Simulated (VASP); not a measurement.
A run of VASP 6.6.1 is set up as follows.

File INCAR:

```
SYSTEM = Pt
PREC     = Accurate       ! precision mode
ENCUT    = 520            ! plane-wave cutoff, eV
EDIFF    = 1E-6           ! SCF threshold, eV
ISMEAR   = 0              ! smearing method
SIGMA    = 0.1            ! smearing width, eV
LREAL    = .False.        ! projectors in reciprocal space
LASPH    = .True.         ! aspherical terms in the spheres
NELM     = 80             ! most SCF steps
ALGO     = Fast           ! electronic algorithm
ISIF     = 2              ! what is computed and relaxed
LWAVE    = .False.        ! write WAVECAR
LCHARG   = .False.        ! write CHGCAR
GGA      = PE             ! functional
NBANDS   = 44             ! bands
```

KPOINTS

```
Automatic mesh
0
Gamma
  8 8 8
  0 0 0
```

File POSCAR:

```
Pt
1.0
    5.1807526438      0.0000000000      0.0000000000
    0.0000000000      5.1807526438      0.0000000000
    0.0000000000      0.0000000000      5.1807526438
Pt
7
Direct
    0.5000000000      0.5000000000      0.0000000000
    0.0000000000      0.5000000000      0.5000000000
    0.5000000000      0.0000000000      0.5000000000
    0.5000000000      0.5000000000      0.5000000000
    0.5000000000      0.0000000000      0.0000000000
    0.0000000000      0.5000000000      0.0000000000
    0.0000000000      0.0000000000      0.5000000000
```

Potentials or basis: VASP PAW PBE potentials, release 64 (Pt).

The run is started by

```console
$ cat potpaw_PBE.64/Pt/POTCAR > POTCAR
$ mpirun -np 1 vasp_std > vasp.out
```

(1) Predict the band gap on the k mesh.

(2) Predict the pressure.

Results:

(1) zero (bands 35 and 36 overlap by 1.58 eV).

(2) -0.4 GPa.

Caveat: spin-orbit coupling is left out, which moves the levels of the heavy elements.
